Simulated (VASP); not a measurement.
Input of a VASP 6.6.1 run:

File INCAR:

```
SYSTEM = SnO2
PREC = Accurate
ENCUT = 520
EDIFF = 1E-6
ISMEAR = 0
SIGMA = 0.05
LREAL = .False.
LASPH = .True.
NELM = 80
ALGO = Normal
ISIF = 2
LWAVE = .False.
LCHARG = .True.
GGA = PE
IVDW = 12
LELF = .True.
LVHAR = .True.
NBANDS = 35
```

KPOINTS

```
regular mesh
0
Gamma
  12 12 4
  0 0 0
```

The input POSCAR:

```
SnO2
1.0
    3.2109229000      0.0000000000      0.0000000000
   -1.6054614500      2.7807408010      0.0000000000
    0.0000000000      0.0000000000     10.5414598806
Sn O
2 4
Direct
    0.0000000000      0.0000000000      0.5000000000
    0.0000000000      0.0000000000      0.0000000000
    0.6666666667      0.3333333333      0.4017901367
    0.6666666667      0.3333333333      0.0982098633
    0.3333333333      0.6666666667      0.5982098633
    0.3333333333      0.6666666667      0.9017901367
```

Potentials or basis: VASP PAW PBE potentials, release 64 (Sn_d, O).

The run is started by

```sh
$ cat potpaw_PBE.64/Sn_d/POTCAR potpaw_PBE.64/O/POTCAR > POTCAR
$ mpirun -np 1 vasp_std > vasp.out
```

Question: What does it give for the largest force?

Answer: 0.203 eV/Å.

Question: Estimate the band gap on the k mesh.

Answer: 2.09 eV (least direct gap 2.43 eV).

Question: Estimate the pressure.

Answer: -1.0 GPa.

Forces in eV/Å, atoms in the order of the input:
```
Sn   0.000  0.000  0.000
Sn   0.000  0.000  0.000
O    0.000  0.000  0.203
O    0.000  0.000 -0.203
O    0.000  0.000 -0.203
O    0.000  0.000  0.203
```

Caveat: spin-orbit coupling is left out, which moves the levels of the heavy elements. A k mesh can miss the band edges.
